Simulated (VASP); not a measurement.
# Te2Mo (R3m) in VASP: a series of runs, part 2 of 2

VASP 6.6.1. Earlier steps stand in the parts before.

## 5. Single point, r2SCAN

POSCAR reads:

```
Te2Mo
1.0
    1.7734078856      1.0238775201      7.1041366750
   -1.7734078856      1.0238775201      7.1041366750
    0.0000000000     -2.0477550403      7.1041366750
Mo Te
1 2
Direct
   -0.0000368534     -0.0000368534     -0.0000368534
    0.4174226665      0.4174226665      0.4174226665
    0.2492808535      0.2492808535      0.2492808535
```

INCAR.step1 reads:

```
SYSTEM = Te2Mo
  PREC = Accurate
  ENCUT = 520
  ISMEAR = 0
  SIGMA = 0.01
  LREAL = .False.
  LASPH = .True.
  NELM = 60
  NBANDS = 20
  GGA = PE
  ALGO = Normal
  EDIFF = 1E-4
  LWAVE = .True.
  LCHARG = .False.
```

INCAR.step2 reads:

```
SYSTEM = Te2Mo
  PREC = Accurate
  ENCUT = 520
  EDIFF = 1E-6
  ISMEAR = 0
  SIGMA = 0.01
  LREAL = .False.
  LASPH = .True.
  NELM = 60
  ALGO = Normal
  ISIF = 2
  LWAVE = .False.
  LCHARG = .False.
  METAGGA = R2SCAN
  LMIXTAU = .True.
  NBANDS = 20
  ISTART = 1
```

KPOINTS reads:

```
regular mesh
0
Gamma
  4 4 4
  0 0 0
```

Potentials or basis: VASP PAW PBE potentials, release 64 (Mo_sv, Te).

Started as:

```
$ cat potpaw_PBE.64/Mo_sv/POTCAR potpaw_PBE.64/Te/POTCAR > POTCAR
$ cp INCAR.step1 INCAR
$ mpirun -np 1 vasp_std > vasp.out
$ cp INCAR.step2 INCAR
$ mpirun -np 1 vasp_std > vasp.out
```

OUTCAR:

```text
SYSTEM = Te2Mo
   PREC = Accurate
   ENCUT = 520
   EDIFF = 1E-6
   ISMEAR = 0
   LREAL = .False.
   LASPH = .True.
   NELM = 60
   ISIF = 2
   METAGGA = R2SCAN
   ISTART = 1

 ion  position               nearest neighbor table
   1  1.000  1.000  1.000-   3 2.72   3 2.72   3 2.72   2 2.72   2 2.72   2 2.72
   2  0.417  0.417  0.417-   1 2.72   1 2.72   1 2.72   3 3.58
   3  0.249  0.249  0.249-   1 2.72   1 2.72   1 2.72   2 3.58

  LATTYP: Found a trigonal (rhomboedric) cell.
 ALAT       =     7.3933793763
 COS(alpha) =     0.8849302200

  Lattice vectors:

 A1 = (   1.7734078856,   1.0238775201,   7.1041366750)
 A2 = (  -1.7734078856,   1.0238775201,   7.1041366750)
 A3 = (   0.0000000000,  -2.0477550403,   7.1041366750)

Analysis of symmetry for initial positions (statically):
=====================================================================
 Subroutine PRICEL returns:
 Original cell was already a primitive cell.

 Routine SETGRP: Setting up the symmetry group for a
 trigonal (rhombohedral) supercell.

[... 152 lines left out ...]
  ---------------------------------------------------
  free energy    TOTEN  =       -77.86346401 eV

  energy without entropy =      -77.86346401  energy(sigma->0) =      -77.86346401

 E-fermi :   7.8431     XC(G=0): -10.8192

 val. band max:        7.6471706410   @ k =   0.5000   0.5000   0.5000
 cond. band min:       8.7273895645   @ k =  -0.2500   0.2500   0.0000
 fundamental gap:      1.0802189235
 Fermi energy:         7.8431053739

 k-point     1 :       0.0000    0.0000    0.0000
  band No.  band energies     occupation
      1     -55.1500      2.00000
      2     -28.5761      2.00000
      3     -28.4809      2.00000
      4     -28.4809      2.00000
      5      -5.8328      2.00000
      6      -4.4503      2.00000
[... 288 lines left out ...]
     19      16.3022      0.00000
     20      16.8490      0.00000

------------------------ aborting loop because EDIFF is reached ----------------------------------------

  FORCE on cell =-STRESS in cart. coord.  units (eV):
  Direction    XX          YY          ZZ          XY          YZ          ZX
  --------------------------------------------------------------------------------------
  -------------------------------------------------------------------------------------
  Total        0.4942340      0.4942340      0.5902944     -0.0000000     -0.0000000     -0.0000000
  in kB       10.2311397     10.2311397     12.2196869     -0.0000000     -0.0000000     -0.0000000
  external PRESSURE =      10.8939888 kB  Pullay stress =       0.0000000 kB

 VOLUME and BASIS-vectors are now :
 -----------------------------------------------------------------------------
  energy-cutoff  :      520.00
  volume of cell :       77.40
      direct lattice vectors                 reciprocal lattice vectors
     1.773407886  1.023877520  7.104136675     0.281943034  0.162779887  0.046921019
    -1.773407886  1.023877520  7.104136675    -0.281943034  0.162779887  0.046921019
     0.000000000 -2.047755040  7.104136675     0.000000000 -0.325559773  0.046921019

 POSITION                                       TOTAL-FORCE (eV/Angst)
 -----------------------------------------------------------------------------------
      0.00000     -0.00000     21.31162         0.000000      0.000000     -0.005631
      0.00000     -0.00000      8.89628         0.000000     -0.000000      0.004599
      0.00000     -0.00000      5.31278         0.000000     -0.000000      0.001032
 -----------------------------------------------------------------------------------
    total drift:                               -0.000000     -0.000000      0.000287

  FREE ENERGIE OF THE ION-ELECTRON SYSTEM (eV)
  ---------------------------------------------------
  free  energy   TOTEN  =       -77.8634640112 eV

  energy  without entropy=      -77.8634640112  energy(sigma->0) =      -77.86346401
```

OSZICAR.step1:

```text
N       E                     dE             d eps       ncg     rms          rms(c)
DAV:   1     0.161002031394E+03    0.16100E+03   -0.12335E+04   552   0.117E+03
DAV:   2    -0.117801830689E+02   -0.17278E+03   -0.16792E+03   640   0.283E+02
DAV:   3    -0.185857301496E+02   -0.68055E+01   -0.67262E+01   628   0.488E+01
DAV:   4    -0.186923593864E+02   -0.10663E+00   -0.10655E+00   664   0.627E+00
DAV:   5    -0.186933110768E+02   -0.95169E-03   -0.95166E-03   628   0.589E-01    0.150E+01
DAV:   6    -0.183006212511E+02    0.39269E+00   -0.40138E+00   536   0.116E+01    0.634E+00
DAV:   7    -0.181661498332E+02    0.13447E+00   -0.23435E+00   536   0.764E+00    0.391E+00
DAV:   8    -0.180604152822E+02    0.10573E+00   -0.45107E-01   556   0.380E+00    0.121E+00
DAV:   9    -0.180614721600E+02   -0.10569E-02   -0.31265E-02   588   0.979E-01    0.484E-01
DAV:  10    -0.180606413506E+02    0.83081E-03   -0.60585E-03   548   0.524E-01    0.160E-01
DAV:  11    -0.180607112655E+02   -0.69915E-04   -0.26909E-04   576   0.102E-01
   1 F= -.18060711E+02 E0= -.18060711E+02  d E =-.477924E-76
```

It took 2.5 min on 1 thread of Intel Xeon 6975P-C (Granite Rapids), shared host; peak memory 0.46 GiB.

Results:

```yaml
Free_energy: -77.8635 eV
Pressure: 1.1 GPa
Largest_force: 0.006 eV/Å
Band_gap_on_the_k_mesh: 1.08 eV, indirect (least direct gap 1.56 eV)
```

Forces in eV/Å, atoms in the order of the input:
```
Mo   0.000  0.000 -0.006
Te   0.000  0.000  0.005
Te   0.000  0.000  0.001
```

Levels at points of the mesh, in eV from the valence-band top:
| k point | band 10 | band 11 | band 12 | band 13 | band 14 | band 15 | band 16 | band 17 |
| --- | --- | --- | --- | --- | --- | --- | --- | --- |
| (0.00, 0.00, 0.00) | -1.19 | -1.19 | -0.98 | -0.53 | 2.93 | 2.93 | 3.41 | 3.41 |
| (0.50, 0.00, 0.00) | -2.72 | -1.67 | -1.06 | -0.53 | 1.34 | 1.60 | 3.36 | 3.41 |
| (0.50, 0.50, 0.00) | -2.63 | -2.26 | -0.87 | -0.75 | 1.29 | 1.75 | 3.05 | 3.94 |
| (0.50, 0.50, 0.50) | -2.01 | -1.17 | -1.17 | 0.00 | 3.09 | 3.09 | 3.24 | 3.24 |

Caveat: the k points lie up to 0.52 Å⁻¹ apart; the PAW data sets were made with another functional, which shifts forces and pressure a little; spin-orbit coupling is left out, which moves the levels of the heavy elements. A k mesh can miss the band edges.

## 6. The runs side by side

| level | potentials or basis | gap on the mesh (eV) | pressure (GPa) | largest force (eV/Å) |
| --- | --- | --- | --- | --- |
| PBE | VASP PAW PBE potentials, release 64 (Mo_sv, Te) | 0.98 | 1.8 | 0.22 |
| LDA | VASP PAW LDA potentials, release 64 (Mo_sv, Te) | 0.95 | -3.7 | 0.23 |
| r2SCAN | VASP PAW PBE potentials, release 64 (Mo_sv, Te) | 1.08 | 1.1 | 0.01 |

Alike in all rows: task single point; no spin polarisation; cell as given; k mesh 4 × 4 × 4; cutoff (eV) 520; smearing gaussian 0.01 eV.

Caveats: all runs use coarse meshes; spin-orbit coupling is left out, which moves the levels of the heavy elements; the PAW data sets were made with another functional, which shifts forces and pressure a little (some runs).

Total energies depend on the potentials used, so only differences within one code and one set of settings carry meaning.
